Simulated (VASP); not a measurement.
# Cd3Se (I4/mmm) in VASP: further runs

Cd3Se is run at these levels: LDA; tasks: single point.

Program: VASP 6.6.1. These are calculated values, not measurements. Logs are shortened: lines on timing, memory, paths and dates and some standing lists are left out, and cuts for length are marked.

**1. The cell of the first run**

It takes space group I4/mmm (No. 139, tetragonal). The conventional cell has a = 4.136 Å, b = 4.136 Å, c = 12.334 Å, α = 90.00°, β = 90.00°, γ = 90.00°. Within 3.9 Å of Cd (site symmetry 4/mmm) lie 4 Se at 2.92 Å and 8 Cd at 3.71 Å. Within 3.9 Å of Cd (site symmetry -4m2) lie 8 Cd at 2.92 to 3.71 Å and 4 Se at 3.71 Å. Se (site symmetry 4/mmm) has 12 Cd at 2.92 to 3.71 Å within 3.9 Å.

**2. Single point, LDA (26.37 Å³/atom)**

File INCAR:

```
  PREC = Accurate
  ENCUT = 520
  EDIFF = 1E-6
  ISMEAR = -1
  SIGMA = 0.05
  LREAL = F
  LASPH = T
  NELM = 100
  ALGO = Normal
  ISIF = 2
  LWAVE = F
  LCHARG = F
  GGA = CA
  NBANDS = 29
```

File KPOINTS:

```
Automatic mesh
0
Gamma
  9 9 9
```

File POSCAR:

```
Cd3Se
1.0
   -2.0678107247      2.0678107247      6.1671823438
    2.0678107247     -2.0678107247      6.1671823438
    2.0678107247      2.0678107247     -6.1671823438
Cd Se
3 1
Direct
    0.5000000000      0.5000000000      0.0000000000
    0.2500000000      0.7500000000      0.5000000000
    0.7500000000      0.2500000000      0.5000000000
    0.0000000000      0.0000000000      0.0000000000
```

Potentials or basis: VASP PAW LDA potentials, release 64 (Cd, Se).

The run is started by

```bash
> cat potpaw_LDA.64/Cd/POTCAR potpaw_LDA.64/Se/POTCAR > POTCAR
> mpirun -np 1 vasp_std > vasp.out
```

OUTCAR:

```text
PREC = Accurate
   ENCUT = 520
   EDIFF = 1E-6
   ISMEAR = -1
   LREAL = F
   LASPH = T
   NELM = 100
   ISIF = 2
   GGA = CA

 ion  position               nearest neighbor table
   1  0.500  0.500  0.000-   4 2.92   4 2.92   4 2.92   4 2.92   3 3.71   2 3.71   3 3.71   3 3.71
                             2 3.71   2 3.71   3 3.71   2 3.71
   2  0.250  0.750  0.500-   3 2.92   3 2.92   3 2.92   3 2.92   1 3.71   1 3.71   1 3.71   1 3.71

   3  0.750  0.250  0.500-   2 2.92   2 2.92   2 2.92   2 2.92   1 3.71   1 3.71   1 3.71   1 3.71

   4  0.000  0.000  0.000-   1 2.92   1 2.92   1 2.92   1 2.92

  LATTYP: Found a body centered tetragonal cell.
 ALAT       =     4.1356214494
 C/A-ratio  =     2.9824694640

  Lattice vectors:

 A1 = (  -2.0678107247,   2.0678107247,   6.1671823438)
 A2 = (   2.0678107247,  -2.0678107247,   6.1671823438)
 A3 = (   2.0678107247,   2.0678107247,  -6.1671823438)

Analysis of symmetry for initial positions (statically):
=====================================================================
 Subroutine PRICEL returns:
 Original cell was already a primitive cell.

 Routine SETGRP: Setting up the symmetry group for a
 body centered tetragonal supercell.

 Subroutine GETGRP returns: Found 16 space group operations
 (whereof 16 operations were pure point group operations)
 out of a pool of 16 trial point group operations.

The static configuration has the point symmetry D_4h.

Analysis of symmetry for dynamics (positions and initial velocities):
=====================================================================
 Subroutine PRICEL returns:
 Original cell was already a primitive cell.

 Routine SETGRP: Setting up the symmetry group for a
 body centered tetragonal supercell.

 Subroutine GETGRP returns: Found 16 space group operations
 (whereof 16 operations were pure point group operations)
 out of a pool of 16 trial point group operations.

The dynamic configuration has the point symmetry D_4h.

 Subroutine INISYM returns: Found 16 space group operations
 (whereof 16 operations are pure point group operations),
 and found     1 'primitive' translations

----------------------------------------------------------------------------------------

                                     Primitive cell

  volume of cell :     105.4796

  direct lattice vectors                    reciprocal lattice vectors
    -2.067810725  2.067810725  6.167182344     0.000000000  0.241801628  0.081074301
     2.067810725 -2.067810725  6.167182344     0.241801628  0.000000000  0.081074301
     2.067810725  2.067810725 -6.167182344     0.241801628  0.241801628  0.000000000

  length of vectors
     6.825380608  6.825380608  6.825380608     0.255031507  0.255031507  0.341959142

  position of ions in fractional coordinates (direct lattice)
     0.500000000  0.500000000  0.000000000
     0.250000000  0.750000000  0.500000000
     0.750000000  0.250000000  0.500000000
     0.000000000  0.000000000  0.000000000

  ion indices of the primitive-cell ions
   primitive index   ion index
                 1           1
                 2           2
                 3           3
                 4           4

----------------------------------------------------------------------------------------

 KPOINTS: Automatic mesh

Automatic generation of k-mesh.
 Grid dimensions read from file:
 generate k-points for:    9    9    9

 Generating k-lattice:

  Cartesian coordinates                     Fractional coordinates (reciprocal lattice)
     0.000000000  0.026866848  0.009008256     0.111111111 -0.000000000  0.000000000
     0.026866848  0.000000000  0.009008256    -0.000000000  0.111111111  0.000000000
     0.026866848  0.026866848  0.000000000     0.000000000  0.000000000  0.111111111

  Length of vectors
     0.028336834  0.028336834  0.037995460

  Shift w.r.t. Gamma in fractional coordinates (k-lattice)
     0.000000000  0.000000000  0.000000000

 Subroutine IBZKPT returns following result:
 ===========================================

 Found     75 irreducible k-points:

 Following reciprocal coordinates:
            Coordinates               Weight
  0.000000  0.000000  0.000000      1.000000
  0.111111 -0.000000  0.000000      8.000000
  0.222222  0.000000  0.000000      8.000000
  0.333333  0.000000  0.000000      8.000000
  0.444444  0.000000  0.000000      8.000000
  0.111111  0.111111  0.000000      8.000000
[... 16 lines left out ...]
 -0.333333  0.333333  0.000000      4.000000
  0.444444  0.444444  0.000000      8.000000
 [... further k-points ...]
   k-points           NKPTS =     75   k-points in BZ     NKDIM =     75   number of bands    NBANDS=     29
   number of dos      NEDOS =    301   number of ions     NIONS =      4
   total plane-waves  NPLWV = 157464
   dimension x,y,z NGX =    54 NGY =   54 NGZ =   54
   dimension x,y,z NGXF=   108 NGYF=  108 NGZF=  108
   ions per type =               3   1
   NGX,Y,Z   is equivalent  to a cutoff of  13.15, 13.15, 13.15 a.u.
   NGXF,Y,Z  is equivalent  to a cutoff of  26.31, 26.31, 26.31 a.u.
 SYSTEM =  unknown system
   PREC   = accura    normal or accurate (medium, high low for compatibility)
   ISTART =      0    job   : 0-new  1-cont  2-samecut
   ICHARG =      2    charge: 1-file 2-atom 10-const
   ISPIN  =      1    spin polarized calculation?
   LNONCOLLINEAR =      F non collinear calculations
   LSORBIT =      F    spin-orbit coupling
   LASPH  =      T    aspherical Exc in radial PAW
   ENCUT  =  520.0 eV  38.22 Ry    6.18 a.u.  12.69 12.69 12.69*2*pi/ulx,y,z
   NELM   =    100;   NELMIN=  2; NELMDL= -5     # of ELM steps
   EDIFF  = 0.1E-05   stopping-criterion for ELM
   LREAL  =      F    real-space projection
   EDIFFG = 0.1E-04   stopping-criterion for IOM
   NSW    =      0    number of steps for IOM
   IBRION =     -1    ionic relax: 0-MD 1-quasi-New 2-CG
   NFREE  =      0    steps in history (QN), initial steepest desc. (CG)
   ISIF   =      2    stress and relaxation
   ISYM   =      2    0-nonsym 1-usesym 2-fastsym
   POTIM  = 0.5000    time-step for ionic-motion
   TEBEG  =    0.0;   TEEND  =   0.0 temperature during run
   PSTRESS=    0.0 pullay stress
   NELECT =      42.0000    total number of electrons
   NUPDOWN=      -1.0000    fix difference up-down
   EMIN   =  10.00;   EMAX   =-10.00  energy-range for DOS
   EFERMI =   0.00;   METHOD = LEGACY
   ISMEAR =    -1;   SIGMA  =   0.05  broadening in eV -4-tet -1-fermi 0-gaus
   EFERMI_NEDOS =   21; number of points for ismear=-14 and -15
   IALGO  =     38    algorithm
   IMIX   =      4    mixing-type and parameters
     AMIX     =   0.40;   BMIX     =  1.00
     AMIX_MAG =   1.60;   BMIX_MAG =  1.00
  volume/ion in A,a.u.               =      26.37       177.95
  Fermi-wavevector in a.u.,A,eV,Ry     =   1.204394  2.275974 19.736124  1.450564
  Thomas-Fermi vector in A             =   2.340120
   LORBIT       =      0    0 simple, 1 ext, 2 COOP (PROOUT), +10 PAW based schemes
   GGA     = CA    functional components
   LHFCALC =     F    Hartree Fock is set to
   AEXX    =    0.0000 exact exchange contribution
   IVDW    =     0    specifies the selected vdW correction
   LEPSILON=     F    determine dielectric tensor
   LRPA    =     F    only Hartree local field effects (RPA)
 non-spin polarized calculation
  energy-cutoff  :      520.00
  volume of cell :      105.48
 maximum number of plane-waves:      2859
 NGX is ok and might be reduce to    54
   NGX = 25   NGY = 25   NGZ = 25

 number of electron      41.9999996 magnetization

 Free energy of the ion-electron system (eV)
  ---------------------------------------------------
  ext. energy  EPLUGINS =         0.00000000
  ---------------------------------------------------
  free energy    TOTEN  =        -8.34587496 eV

  energy without entropy =       -8.33716232  energy(sigma->0) =       -8.34151864

 E-fermi :   1.4906     XC(G=0): -10.0967

 val. band max:        1.4715918427   @ k =   0.3333   0.3333   0.0000
 cond. band min:       1.5067514331   @ k =   0.2222   0.1111   0.0000
 fundamental gap:      0.0351595904
 Fermi energy:         1.4905937348

 k-point     1 :       0.0000    0.0000    0.0000
  band No.  band energies     occupation
      1     -11.1487      2.00000
      2      -7.7730      2.00000
      3      -7.5166      2.00000
      4      -7.3755      2.00000
      5      -7.0155      2.00000
      6      -7.0155      2.00000
[... 21 lines left out ...]
     28       9.6792      0.00000
     29       9.6792      0.00000

 k-point     2 :       0.1111   -0.0000    0.0000
  band No.  band energies     occupation
      1     -11.1048      2.00000
      2      -7.7295      2.00000
      3      -7.4753      2.00000
      4      -7.3333      2.00000
      5      -7.0128      2.00000
      6      -7.0046      2.00000
[... 21 lines left out ...]
     28       9.0735      0.00000
     29       9.3358      0.00000

 k-point     3 :       0.2222    0.0000    0.0000
  band No.  band energies     occupation
      1     -10.9881      2.00000
      2      -7.6011      2.00000
      3      -7.3579      2.00000
      4      -7.2209      2.00000
      5      -7.0010      2.00000
      6      -6.9760      2.00000
[... 21 lines left out ...]
     28       9.0281      0.00000
     29       9.3450      0.00000

 k-point     4 :       0.3333    0.0000    0.0000
  band No.  band energies     occupation
      1     -10.8442      2.00000
      2      -7.3943      2.00000
      3      -7.1841      2.00000
      4      -7.0796      2.00000
      5      -6.9787      2.00000
      6      -6.9536      2.00000
[... 597 lines left out ...]
     28       8.9996      0.00000
     29      10.1357      0.00000

 k-point    23 :      -0.3333    0.3333    0.0000
  band No.  band energies     occupation
      1     -10.7634      2.00000
      2      -7.5008      2.00000
      3      -7.1450      2.00000
      4      -7.1226      2.00000
      5      -7.0120      2.00000
      6      -6.9427      2.00000
[... 21 lines left out ...]
     28       8.2837      0.00000
     29      10.1686      0.00000

 k-point    24 :       0.4444    0.4444    0.0000
  band No.  band energies     occupation
      1     -10.7359      2.00000
      2      -7.4567      2.00000
      3      -7.4114      2.00000
      4      -7.1819      2.00000
      5      -7.1524      2.00000
      6      -6.8779      2.00000
[... 21 lines left out ...]
     28      10.0600      0.00000
     29      10.3638      0.00000

 [... further k-points ...]

------------------------ aborting loop because EDIFF is reached ----------------------------------------

  FORCE on cell =-STRESS in cart. coord.  units (eV):
  Direction    XX          YY          ZZ          XY          YZ          ZX
  --------------------------------------------------------------------------------------
  -------------------------------------------------------------------------------------
  Total       -5.1123913     -5.1123913     -2.2850136      0.0000000      0.0000000      0.0000000
  in kB      -77.6544460    -77.6544460    -34.7081154      0.0000000      0.0000000      0.0000000
  external PRESSURE =     -63.3390025 kB  Pullay stress =       0.0000000 kB

 VOLUME and BASIS-vectors are now :
 -----------------------------------------------------------------------------
  energy-cutoff  :      520.00
  volume of cell :      105.48
      direct lattice vectors                 reciprocal lattice vectors
    -2.067810725  2.067810725  6.167182344     0.000000000  0.241801628  0.081074301
     2.067810725 -2.067810725  6.167182344     0.241801628  0.000000000  0.081074301
     2.067810725  2.067810725 -6.167182344     0.241801628  0.241801628  0.000000000

 POSITION                                       TOTAL-FORCE (eV/Angst)
 -----------------------------------------------------------------------------------
      0.00000      0.00000      6.16718         0.000000      0.000000      0.000000
      2.06781      0.00000      3.08359        -0.000000      0.000000     -0.000000
      0.00000      2.06781      3.08359         0.000000     -0.000000     -0.000000
      0.00000      0.00000      0.00000         0.000000      0.000000      0.000000
 -----------------------------------------------------------------------------------
    total drift:                               -0.000000      0.000000      0.000000

  FREE ENERGIE OF THE ION-ELECTRON SYSTEM (eV)
  ---------------------------------------------------
  free  energy   TOTEN  =        -8.3458749586 eV

  energy  without entropy=       -8.3371623218  energy(sigma->0) =       -8.34151864
```

It took 8 min on 1 thread of Intel Xeon 8259CL, shared host; peak memory 0.43 GiB.

What came out:

```
Free energy            : -8.3459 eV
Pressure               : -6.3 GPa
Band gap on the k mesh : zero (bands 21 and 22 overlap by 1.56 eV)
```

Levels at points of the mesh, in eV from the Fermi level:
```csv
k point,band 18,band 19,band 20,band 21,band 22,band 23,band 24,band 25
"(0.00, 0.00, 0.00)",-3.23,-1.73,-1.73,-0.69,2.38,2.72,2.72,4.03
```

Caveat: the cell stands under tension.

**3. Single point, LDA (26.88 Å³/atom)**

This run uses another cell than the first one, of 26.88 Å³/atom.

File INCAR:

```
ALGO = Normal
EDIFF = 1E-6
ENCUT = 520
GGA = CA
ISIF = 2
ISMEAR = -1
LASPH = True
LCHARG = False
LREAL = False
LWAVE = False
NBANDS = 29
NELM = 60
PREC = Accurate
SIGMA = 0.05
```

File KPOINTS:

```
k-points
0
Gamma
  9 9 9
```

File POSCAR:

```
Cd3Se
1.0
   -2.0809818488      2.0809818488      6.2064648191
    2.0809818488     -2.0809818488      6.2064648191
    2.0809818488      2.0809818488     -6.2064648191
Cd Se
3 1
Direct
    0.5000000000      0.5000000000      0.0000000000
    0.2500000000      0.7500000000      0.5000000000
    0.7500000000      0.2500000000      0.5000000000
    0.0000000000      0.0000000000      0.0000000000
```

Potentials or basis: VASP PAW LDA potentials, release 64 (Cd, Se).

The run is started by

```bash
> cat potpaw_LDA.64/Cd/POTCAR potpaw_LDA.64/Se/POTCAR > POTCAR
> mpirun -np 1 vasp_std > vasp.out
```

Wall time 8.8 min (1 thread of Intel Xeon 8259CL, shared host); peak memory 0.42 GiB.

It converged, with:

```yaml
Free_energy: -8.2633 eV
Pressure: -6.7 GPa
Band_gap_on_the_k_mesh: zero (bands 21 and 22 overlap by 1.54 eV)
```

Stress tensor (GPa, compression positive):
```
-8.26  0.00  0.00
 0.00 -8.26  0.00
 0.00  0.00 -3.65
```

Levels at points of the mesh, in eV from the Fermi level:
| k point | band 18 | band 19 | band 20 | band 21 | band 22 | band 23 | band 24 | band 25 |
| --- | --- | --- | --- | --- | --- | --- | --- | --- |
| (0.00, 0.00, 0.00) | -3.12 | -1.67 | -1.67 | -0.71 | 2.36 | 2.71 | 2.71 | 3.92 |

Caveat: the cell stands under tension.

The gap in the log of VASP goes by the Fermi energy; the results here count the filled bands.